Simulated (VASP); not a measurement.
## ZnS: single point with PBE

Crystal: ZnS.

```
Zn S
1.0
     3.81100    0.00000    0.00000
    -1.90550    3.30042    0.00000
     0.00000    0.00000    6.23400
Zn S
2 2
Direct
  0.33333 0.66667 0.04812
  0.66667 0.33333 0.50000
  0.33333 0.66667 0.38500
  0.66667 0.33333 0.88500
```

This cell differs from its parent crystal: atom 1 (Zn) moved by (+0.000, +0.300) A along x and z.

* Program: VASP 6.6.1
* Task: single point
* Functional: PBE
* Potentials or basis: VASP PAW PBE potentials, release 64 (Zn, S)
* Cutoff: 520 eV
* k mesh: 12 × 12 × 6
* Occupations: fermi-dirac, width 0.02 eV
* Spin: no spin polarisation
* Dipole correction: no
* Further INCAR settings: ALGO = Normal; EDIFF = 1e-06; NBANDS = 26

| Property | Result |
| --- | --- |
| Pressure | 3.6 GPa |
| Largest force | 3.034 eV/Å |
| Band gap on the k mesh | 1.87 eV |

Forces on the atoms (eV/Å):
```
Zn   0.000  0.000 -3.034
Zn   0.000  0.000  0.891
S    0.000  0.000  1.863
S    0.000  0.000  0.280
```

Stress tensor (GPa, compression positive):
```
1.29 0.00 0.00
0.00 1.29 0.00
0.00 0.00 8.31
```

Levels at points of the mesh, in eV from the valence-band top:
| k point | band 14 | band 15 | band 16 | band 17 | band 18 | band 19 | band 20 | band 21 | band 22 | band 23 |
| --- | --- | --- | --- | --- | --- | --- | --- | --- | --- | --- |
| (0.00, 0.00, 0.00) | -1.36 | -1.36 | -0.39 | 0.00 | 0.00 | 1.87 | 3.07 | 5.93 | 5.93 | 6.55 |
| (0.50, 0.00, 0.00) | -4.18 | -3.48 | -2.66 | -2.00 | -0.78 | 3.27 | 4.25 | 4.78 | 6.39 | 7.15 |
| (0.00, 0.00, 0.50) | -2.84 | -1.18 | -1.18 | -0.23 | -0.23 | 2.89 | 3.89 | 6.13 | 6.13 | 6.50 |
| (0.50, 0.00, 0.50) | -4.68 | -2.35 | -2.14 | -1.62 | -1.21 | 3.02 | 3.36 | 4.78 | 5.54 | 8.04 |

Wall time 67 s on 1 thread of Intel(R) Xeon(R) 6975P-C (Granite Rapids), on a shared host, peak memory 0.3 GiB.

Caveat: the cell differs from its parent crystal (atom 1 (Zn) moved by (+0.000, +0.300) A along x and z); the cell stands under pressure; forces of over 1 eV/Å act on the atoms, so gaps and moduli don't describe the material at rest. A k mesh can miss the band edges.
